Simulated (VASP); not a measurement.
Write the native input for VASP 6.6.1 that does the following.

```yaml
Task: single point
Functional: PBE
Potentials_or_basis: VASP PAW PBE potentials, release 64 (Al, Cu)
Cutoff: 520 eV
k_mesh: 8 × 8 × 8
Occupations: gaussian, width 0.1 eV
Spin: no spin polarisation
Dipole_correction: no
Further_INCAR_settings: ALGO = Fast; EDIFF = 1e-06; NBANDS = 26
```

The structure of Al2Cu lies in POSCAR:

```
Al2Cu
1.0
    5.4771461491      0.0000000000      0.0000000000
    0.0000000000      5.4771461491      0.0000000000
    0.0000000000      0.0000000000      4.7967348633
Al Cu
4 2
Direct
    0.1639699710      0.6934623197      0.5000000000
    0.8360300290      0.3065376803      0.5000000000
    0.3065376803      0.1639699710      0.5000000000
    0.6934623197      0.8360300290      0.5000000000
    0.5000000000      0.5000000000      0.7639389032
    0.5000000000      0.5000000000      0.2360610968
```

The cell was generated, and may not be a known phase.

These files were run (other wordings do the same):

INCAR

```
SYSTEM = Al2Cu
PREC = Accurate
ENCUT = 520
EDIFF = 1E-6
ISMEAR = 0
SIGMA = 0.1
LREAL = .FALSE.
LASPH = .TRUE.
NELM = 80
ALGO = Fast
ISIF = 2
LWAVE = .FALSE.
LCHARG = .FALSE.
GGA = PE
NBANDS = 26
```

KPOINTS

```
Automatic mesh
0
G
  8 8 8
  0 0 0
```

Potentials or basis: VASP PAW PBE potentials, release 64 (Al, Cu).

Launch:

```bash
$ cat potpaw_PBE.64/Al/POTCAR potpaw_PBE.64/Cu/POTCAR > POTCAR
$ mpirun -np 1 vasp_std > vasp.out
```

Results of the run:

The pressure is 0.1 GPa, the largest force is 0.022 eV/Å and the band gap on the k mesh is zero (bands 17 and 18 overlap by 2.16 eV).

It took 3.9 min on 1 thread of Intel(R) Xeon(R) Platinum 8488C (Sapphire Rapids), on a shared host, peak memory 0.43 GiB.
